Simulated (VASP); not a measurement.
A run of VASP 6.6.1 is set up as follows.

File INCAR:

```
SYSTEM = Si8C7
PREC = Accurate
ENCUT = 520
EDIFF = 1E-7
ISMEAR = 0
SIGMA = 0.05
LREAL = Auto
LASPH = .TRUE.
NELM = 100
ALGO = Normal
ISIF = 2
LWAVE = .FALSE.
LCHARG = .FALSE.
GGA = PE
NBANDS = 43
NELECT = 56.0
```

The input KPOINTS:

```
Automatic mesh
0
G
  6 6 6
  0 0 0
```

Contents of POSCAR:

```
Si8C7
1.0
   -4.3794502696     -4.3794502696      0.0000000000
    0.0000000000     -4.3794502696      4.3794502696
   -4.3794502696      0.0000000000      4.3794502696
Si C
8 7
Direct
    0.5000000000      0.5000000000      0.0000000000
    0.0000000000      0.5000000000      0.0000000000
    0.5000000000      0.0000000000      0.0000000000
    0.0000000000      0.0000000000      0.0000000000
    0.5000000000      0.5000000000      0.5000000000
    0.0000000000      0.5000000000      0.5000000000
    0.5000000000      0.0000000000      0.5000000000
    0.0000000000      0.0000000000      0.5000000000
    0.6875000000      0.3750000000      0.3750000000
    0.3750000000      0.8750000000      0.3750000000
    0.8750000000      0.8750000000      0.3750000000
    0.3750000000      0.3750000000      0.8750000000
    0.8750000000      0.3750000000      0.8750000000
    0.3750000000      0.8750000000      0.8750000000
    0.8750000000      0.8750000000      0.8750000000
```

Potentials or basis: VASP PAW PBE potentials, release 64 (Si, C).

Command:

```sh
$ cat potpaw_PBE.64/Si/POTCAR potpaw_PBE.64/C/POTCAR > POTCAR
$ mpirun -np 1 vasp_std > vasp.out
```

(1) Predict the largest force.

Results:

(1) 72.751 eV/Å.

Caveat: the cell carries a net charge on a neutralising background, which shifts energy and pressure; the cell differs from its parent crystal (atoms taken out, atom 9 moved 0.375 of the way to it and +0.000 Å across, host rigid); atoms lie so close that the PAW spheres overlap strongly, which falsifies energies and pressures.
